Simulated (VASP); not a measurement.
Input of a VASP 6.6.1 run:

The input INCAR:

```
ALGO = Fast
EDIFF = 1E-6
ENCUT = 520
GGA = PS
ISIF = 2
ISMEAR = 0
LASPH = True
LCHARG = False
LREAL = False
LWAVE = False
NBANDS = 18
NELM = 100
PREC = Accurate
SIGMA = 0.15
```

KPOINTS

```
k-points
0
Gamma
  14 14 14
```

File POSCAR:

```
CdAg
1.0
    3.4132500000      0.0000000000      0.0000000000
    0.0000000000      3.4132500000      0.0000000000
    0.0000000000      0.0000000000      3.4965000000
Cd Ag
1 1
Direct
    0.5000000000      0.5000000000      0.5000000000
    0.0000000000      0.0000000000      0.0000000000
```

Potentials or basis: VASP PAW PBE potentials, release 64 (Cd, Ag).

Run with:

```bash
$ cat potpaw_PBE.64/Cd/POTCAR potpaw_PBE.64/Ag/POTCAR > POTCAR
$ mpirun -np 1 vasp_std > vasp.out
```

Question: Estimate the pressure.

Answer: -7.9 GPa.

Stress tensor (GPa, compression positive):
```
-8.02  0.00  0.00
 0.00 -8.02  0.00
 0.00  0.00 -7.78
```

Caveat: the cell differs from its parent crystal (strain +0.025 along x and y, +0.050 along z); the PAW data sets were made with another functional, which shifts forces and pressure a little.
